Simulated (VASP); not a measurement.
Input of a VASP 6.6.1 run:

The input INCAR:

```
PREC = Accurate
ENCUT = 600
EDIFF = 1E-6
ISMEAR = 0
SIGMA = 0.1
LREAL = F
LASPH = T
NELM = 100
ALGO = Normal
ISIF = 3
LWAVE = F
LCHARG = F
GGA = PE
IBRION = 2
NSW = 100
EDIFFG = -0.01
```

File KPOINTS:

```
regular mesh
0
Gamma
  16 16 16
```

Contents of POSCAR:

```
Mo
1.0
    2.5968526584      0.0000000000      0.0000000000
    0.0000000000      2.5968526584      0.0000000000
    0.0000000000      0.0000000000      2.5968526584
Mo
1
Direct
    0.0000000000      0.0000000000      0.0000000000
```

Potentials or basis: VASP PAW PBE potentials, release 64 (Mo_sv).

Launch:

```bash
$ cat potpaw_PBE.64/Mo_sv/POTCAR > POTCAR
$ mpirun -np 1 vasp_std > vasp.out
```

Task: Predict the space group after relaxing (to 0.05 Å).

Result: Pm-3m (No. 221).

Task: Estimate the relaxed volume.

Result: 17.69 Å³/atom.

The path:
```
step  energy change (eV)  largest force (eV/Å)  pressure (GPa)  volume (Å³)
   1              0.0000                0.0000            2.02        17.51
   2              0.0037                0.0000           -3.97        18.08
   3             -0.0011                0.0000           -0.01        17.69
```
